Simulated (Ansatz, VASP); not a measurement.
## Two plane-wave programs on AlGa2P3

```
Al Ga P
1.0
    -1.94733    1.94733    8.25766
     1.94733   -1.94733    8.25766
     1.94733    1.94733   -8.25766
Al Ga P
1 2 3
Direct
  0.50000 0.50000 0.00000
  0.83333 0.83333 0.00000
  0.16667 0.16667 0.00000
  0.41704 0.91704 0.50000
  0.08296 0.58296 0.50000
  0.75000 0.25000 0.50000
```

Alike in both runs: functional PBE; k mesh 10 × 10 × 10; occupations gaussian, width 0.02 eV; no spin polarisation.

Ansatz relaxed the structure, and its values are those at the end. VASP's run is a single point on that final structure, the one shown.

|  | VASP | Ansatz |
| --- | --- | --- |
| version | VASP 6.6.1 | Ansatz 0.2.0 |
| potentials or method | VASP PAW PBE potentials, release 64 (Al, Ga_d, P), cutoff 520 eV | scalar-relativistic, plane waves, PAW |
| valence electrons in the cell | 44 | 44 |

```tsv
	VASP	Ansatz	Ansatz less VASP
gap on the k mesh at the Fermi level (eV)	1.67	1.67	+0.001
least direct gap on the mesh (eV)	1.78	1.79	+0.003
pressure (GPa)	0.0	0.0	+0.05
```
